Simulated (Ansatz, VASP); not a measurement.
**CdS3: VASP beside Ansatz**

INCAR

```
PREC = Accurate
ENCUT = 600
EDIFF = 1E-6
ISMEAR = 0
SIGMA = 0.1
LREAL = F
LASPH = T
NELM = 100
ALGO = Normal
ISIF = 3
LWAVE = F
LCHARG = F
GGA = PE
IBRION = 2
NSW = 100
EDIFFG = -0.01
```

The input KPOINTS:

```
regular mesh
0
Gamma
  12 12 12
```

The input POSCAR:

```
CdS3
1.0
    4.2143861599      0.0000000000      0.0000000000
    0.0000000000      4.2143861599      0.0000000000
    0.0000000000      0.0000000000      4.2143861599
Cd S
1 3
Direct
    0.0000000000      0.0000000000      0.0000000000
    0.0000000000      0.5000000000      0.5000000000
    0.5000000000      0.0000000000      0.5000000000
    0.5000000000      0.5000000000      0.0000000000
```

Input for Ansatz:

```yaml
crystal:
  lattice:
    - [4.2143861599, 0.0, 0.0]
    - [0.0, 4.2143861599, 0.0]
    - [0.0, 0.0, 4.2143861599]
  atoms:
    - { symbol: Cd, position: [0.0, 0.0, 0.0] }
    - { symbol: S, position: [0.0, 0.5, 0.5] }
    - { symbol: S, position: [0.5, 0.0, 0.5] }
    - { symbol: S, position: [0.5, 0.5, 0.0] }
basis:
  ecutwfc: 420
kpoints:
  mp_grid: { grid: [12, 12, 12] }
hamiltonian:
  xc: pbe
scf:
  occupations: { method: gaussian, width: 0.1 }
output:
  forces: true
  stress: true
  eigenvalues: true
relax:
  adjacent_minimum: "off"
  f_tol: 0.01
  max_steps: 80
  cell: { stress_tol: 0.05 }
```

Alike in both runs: task relaxation of cell and atoms; functional PBE; k mesh 12 × 12 × 12; occupations gaussian, width 0.1 eV; no spin polarisation.

|  | VASP | Ansatz |
| --- | --- | --- |
| version | VASP 6.6.1 | Ansatz 0.2.0 |
| potentials or method | VASP PAW PBE potentials, release 64 (Cd, S), cutoff 600 eV | scalar-relativistic, plane waves, PAW |
| valence electrons in the cell | 30 | 38 |

|  | VASP | Ansatz | Ansatz less VASP |
| --- | --- | --- | --- |
| gap on the k mesh at the Fermi level, each at its own relaxed structure (eV) | none | none | - |
| relaxed volume (Å³/atom) | 18.58 | 18.54 | -0.037 |
| relaxed length of the cell vector where the two differ most in proportion (Å) | 4.204 | 4.201 | -0.0028 |

A gap of «none» marks a metal or a gap that the smearing closes. VASP's potentials hold 30 valence electrons a cell and Ansatz's 38, so a difference there can come from the potentials and not from the codes.
